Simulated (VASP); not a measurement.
# CO2 (I-42d) in VASP: a series of runs, part 2 of 2

VASP 6.6.1.

### 3 Relaxation of cell and atoms, LDA

This run uses another cell than the first one, of 7.84 Å³/atom.

Contents of INCAR:

```
PREC = Accurate
ENCUT = 600
EDIFF = 1E-6
ISMEAR = -1
SIGMA = 0.02
LREAL = F
LASPH = T
NELM = 60
ALGO = Normal
ISIF = 3
LWAVE = F
LCHARG = F
IBRION = 2
NSW = 80
EDIFFG = -0.005
```

Contents of KPOINTS:

```
Automatic mesh
0
Gamma
  8 8 8
```

Contents of POSCAR:

```
CO2
1.0
   -1.9747270000      1.9747270000      3.0140580000
    1.9747270000     -1.9747270000      3.0140580000
    1.9747270000      1.9747270000     -3.0140580000
C O
2 4
Direct
    0.7500000000      0.2500000000      0.5000000000
    0.0000000000      0.0000000000      0.0000000000
    0.7097980000      0.1250000000      0.0847980000
    0.0402020000      0.6250000000      0.9152020000
    0.3750000000      0.2902020000      0.4152020000
    0.8750000000      0.9597980000      0.5847980000
```

Potentials or basis: VASP PAW LDA potentials, release 64 (C, O).

Started as:

```console
cat potpaw_LDA.64/C/POTCAR potpaw_LDA.64/O/POTCAR > POTCAR
mpirun -np 1 vasp_std > vasp.out
```

OUTCAR:

```text
PREC = Accurate
   ENCUT = 600
   EDIFF = 1E-6
   ISMEAR = -1
   LREAL = F
   LASPH = T
   NELM = 60
   ISIF = 3
   IBRION = 2
   NSW = 80
   EDIFFG = -0.005

 ion  position               nearest neighbor table
   1  0.750  0.250  0.500-   3 1.40   4 1.40   6 1.40   5 1.40
   2  0.000  0.000  0.000-   3 1.40   5 1.40   6 1.40   4 1.40
   3  0.710  0.125  0.085-   1 1.40   2 1.40
   4  0.040  0.625  0.915-   1 1.40   2 1.40
   5  0.375  0.290  0.415-   2 1.40   1 1.40
   6  0.875  0.960  0.585-   1 1.40   2 1.40

  LATTYP: Found a body centered tetragonal cell.
 ALAT       =     3.9494540000
 C/A-ratio  =     1.5263162959

  Lattice vectors:

 A1 = (  -1.9747270000,   1.9747270000,   3.0140580000)
 A2 = (   1.9747270000,  -1.9747270000,   3.0140580000)
 A3 = (   1.9747270000,   1.9747270000,  -3.0140580000)

Analysis of symmetry for initial positions (statically):
=====================================================================
 Subroutine PRICEL returns:
 Original cell was already a primitive cell.

 Routine SETGRP: Setting up the symmetry group for a
 body centered tetragonal supercell.

 Subroutine GETGRP returns: Found  8 space group operations
 (whereof  4 operations were pure point group operations)
 out of a pool of 16 trial point group operations.

The static configuration has the point symmetry S_4 .
 The point group associated with its full space group is D_2d.

[... 288 lines left out ...]
[... ionic steps 4 to 8 ...]

--------------------------------------- Ionic step        9  -------------------------------------------

 number of electron      32.0000000 magnetization

------------------------ aborting loop because EDIFF is reached ----------------------------------------
[... 75 lines left out ...]
--------------------------------------- Ionic step       11  -------------------------------------------

 number of electron      32.0000001 magnetization

 Free energy of the ion-electron system (eV)
  ---------------------------------------------------
  ext. energy  EPLUGINS =         0.00000000
  ---------------------------------------------------
  free energy    TOTEN  =       -49.14756360 eV

  energy without entropy =      -49.14756360  energy(sigma->0) =      -49.14756360

 E-fermi :   3.0265     XC(G=0): -12.0285

 val. band max:        2.6254593411   @ k =   0.5000  -0.0000   0.0000
 cond. band min:      10.1168377145   @ k =   0.0000   0.0000   0.0000
 fundamental gap:      7.4913783734
 Fermi energy:         3.0265293259

 k-point     1 :       0.0000    0.0000    0.0000
  band No.  band energies     occupation
      1     -21.7239      2.00000
      2     -16.3043      2.00000
      3     -16.3043      2.00000
      4     -15.5887      2.00000
      5     -12.1021      2.00000
      6      -7.4587      2.00000
[... 541 lines left out ...]
     19      12.5020      0.00000
     20      12.8923      0.00000

 [... further k-points ...]

------------------------ aborting loop because EDIFF is reached ----------------------------------------

  FORCE on cell =-STRESS in cart. coord.  units (eV):
  Direction    XX          YY          ZZ          XY          YZ          ZX
  --------------------------------------------------------------------------------------
  -------------------------------------------------------------------------------------
  Total       -0.0045264     -0.0045264     -0.0056200      0.0000000     -0.0000000      0.0000000
  in kB       -0.1639215     -0.1639215     -0.2035281      0.0000000     -0.0000000      0.0000000
  external PRESSURE =      -0.1771237 kB  Pullay stress =       0.0000000 kB
[... 21 lines left out ...]
  FREE ENERGIE OF THE ION-ELECTRON SYSTEM (eV)
  ---------------------------------------------------
  free  energy   TOTEN  =       -49.1475635971 eV

  energy  without entropy=      -49.1475635971  energy(sigma->0) =      -49.14756360

 reached required accuracy - stopping structural energy minimisation
```

OSZICAR:

```text
N       E                     dE             d eps       ncg     rms          rms(c)
DAV:   1     0.191478798918E+03    0.19148E+03   -0.20717E+04  2360   0.178E+03
DAV:   2    -0.437500156531E+02   -0.23523E+03   -0.22810E+03  3212   0.358E+02
DAV:   3    -0.521091756553E+02   -0.83592E+01   -0.83275E+01  2832   0.736E+01
[... 85 lines left out ...]
       N       E                     dE             d eps       ncg     rms          rms(c)
DAV:   1    -0.491475725100E+02   -0.10759E-04   -0.46214E-04  2396   0.195E-01    0.231E-02
DAV:   2    -0.491475650342E+02    0.74758E-05   -0.21018E-05  2800   0.384E-02    0.926E-03
DAV:   3    -0.491475637750E+02    0.12591E-05   -0.22409E-06  1540   0.119E-02    0.335E-03
DAV:   4    -0.491475635971E+02    0.17789E-06   -0.47692E-07  1232   0.644E-03
  11 F= -.49147564E+02 E0= -.49147564E+02  d E =-.180300E-03
```

CONTCAR:

```text
CO2
   1.00000000000000
    -1.9355825173518253    1.9355825173518253    2.9521658414628784
     1.9355825173518253   -1.9355825173518253    2.9521658414628784
     1.9355825173518253    1.9355825173518253   -2.9521658414628784
  C               O
     2     4
Direct
     0.7500000000000000    0.2500000000000000    0.5000000000000000
     0.0000000000000000    0.0000000000000000    0.0000000000000000
     0.7049828562316808    0.1250000000000000    0.0799828562316809
     0.0450171437683191    0.6250000000000000    0.9200171437683192
     0.3750000000000000    0.2950171437683191    0.4200171437683191
     0.8750000000000000    0.9549828562316808    0.5799828562316808

  0.00000000E+00  0.00000000E+00  0.00000000E+00
  0.00000000E+00  0.00000000E+00  0.00000000E+00
  0.00000000E+00  0.00000000E+00  0.00000000E+00
  0.00000000E+00  0.00000000E+00  0.00000000E+00
  0.00000000E+00  0.00000000E+00  0.00000000E+00
  0.00000000E+00  0.00000000E+00  0.00000000E+00
```

It took 7.2 min on 1 thread of Oxide Virtual Turin-like, shared host; peak memory 0.17 GiB.

What came out:

```yaml
Free_energy: -49.1476 eV
Relaxed_volume: 7.37 Å³/atom
Relaxed_cell: a = 4.026 Å, b = 4.026 Å, c = 4.026 Å, α = 122.53°, β = 122.53°, γ = 85.68°
Space_group_after_relaxing_to_0.1_Å: I-42d (No. 122)
Energy_gained_by_relaxing: 16.1 meV/atom
Ionic_steps: 11
Pressure_after_relaxing: 0.0 GPa
Band_gap_on_the_k_mesh: 7.49 eV (least direct gap 7.96 eV)
```

The path:
| step | energy change (eV) | largest force (eV/Å) | pressure (GPa) | volume (Å³) |
| --- | --- | --- | --- | --- |
| 1 | 0.0000 | 0.4247 | -12.43 | 47.01 |
| 2 | 0.0844 | 1.4683 | 18.81 | 43.00 |
| 3 | -0.0769 | 0.2920 | -1.12 | 45.31 |
| 4 | -0.0770 | 0.3074 | -0.88 | 45.28 |
| 5 | -0.0915 | 0.1576 | -0.44 | 44.79 |
| 6 | -0.0954 | 0.0072 | 0.01 | 44.33 |
| 7 | -0.0955 | 0.0210 | -0.01 | 44.37 |
| 8 | -0.0960 | 0.0047 | -0.16 | 44.36 |
| 9 | -0.0966 | 0.0332 | -0.56 | 44.32 |
| 10 | -0.0967 | 0.0055 | 0.09 | 44.23 |
| 11 | -0.0967 | 0.0013 | -0.02 | 44.24 |

Final structure:
```
CELL_PARAMETERS angstrom
-1.93558 1.93558 2.95217
1.93558 -1.93558 2.95217
1.93558 1.93558 -2.95217
ATOMIC_POSITIONS crystal
C 0.75000 0.25000 0.50000
C 0.00000 0.00000 0.00000
O 0.70498 0.12500 0.07998
O 0.04502 0.62500 0.92002
O 0.37500 0.29502 0.42002
O 0.87500 0.95498 0.57998
```

A k mesh can miss the band edges.
